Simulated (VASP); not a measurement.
Write the native input for VASP 6.6.1 that does the following.

| Property | Result |
| --- | --- |
| Task | single point |
| Functional | r2SCAN |
| Potentials or basis | VASP PAW PBE potentials, release 64 (Sn_d, O) |
| Cutoff | 520 eV |
| k mesh | 6 × 6 × 8 |
| Occupations | gaussian, width 0.02 eV |
| Spin | no spin polarisation |
| Dipole correction | no |
| Further INCAR settings | ALGO = Normal; EDIFF = 1e-06; NBANDS = 35 |

SnO2:

```
CELL_PARAMETERS angstrom
4.78800 0.00000 0.00000
0.00000 4.86658 0.00000
0.00000 0.00000 3.24090
ATOMIC_POSITIONS crystal
Sn 0.50000 0.50000 0.50000
Sn 0.00000 0.00000 0.00000
O 0.30499 0.30873 0.00000
O 0.80499 0.19127 0.50000
O 0.19501 0.80873 0.50000
O 0.69501 0.69127 0.00000
```

The input as run:

POSCAR

```
SnO2
1.0
    4.7880040000      0.0000000000      0.0000000000
    0.0000000000      4.8665820000      0.0000000000
    0.0000000000      0.0000000000      3.2408980000
Sn O
2 4
Direct
    0.5000000000      0.5000000000      0.5000000000
    0.0000000000      0.0000000000      0.0000000000
    0.3049869065      0.3087271154      0.0000000000
    0.8049869065      0.1912728846      0.5000000000
    0.1950130935      0.8087271154      0.5000000000
    0.6950130935      0.6912728846      0.0000000000
```

INCAR.step1

```
PREC = Accurate
ENCUT = 520
ISMEAR = 0
SIGMA = 0.02
LREAL = F
LASPH = T
NELM = 80
NBANDS = 35
GGA = PE
ALGO = Normal
EDIFF = 1E-4
LWAVE = T
LCHARG = F
```

INCAR.step2

```
PREC = Accurate
ENCUT = 520
EDIFF = 1E-6
ISMEAR = 0
SIGMA = 0.02
LREAL = F
LASPH = T
NELM = 80
ALGO = Normal
ISIF = 2
LWAVE = F
LCHARG = F
METAGGA = R2SCAN
LMIXTAU = T
NBANDS = 35
ISTART = 1
```

KPOINTS

```
regular mesh
0
Gamma
  6 6 8
```

Potentials or basis: VASP PAW PBE potentials, release 64 (Sn_d, O).

The run is started by

```console
$ cat potpaw_PBE.64/Sn_d/POTCAR potpaw_PBE.64/O/POTCAR > POTCAR
$ cp INCAR.step1 INCAR
$ mpirun -np 1 vasp_std > vasp.out
$ cp INCAR.step2 INCAR
$ mpirun -np 1 vasp_std > vasp.out
```

It gave:

```json
{
 "Pressure": "-6.8 GPa",
 "Largest force": "0.026 eV/Å",
 "Band gap on the k mesh": "1.34 eV"
}
```

Caveat: the cell stands under tension; the PAW data sets were made with another functional, which shifts forces and pressure a little; spin-orbit coupling is left out, which moves the levels of the heavy elements.

Wall time 13 min on 1 thread of Intel Xeon 8259CL (shared host), peak memory 0.29 GiB.
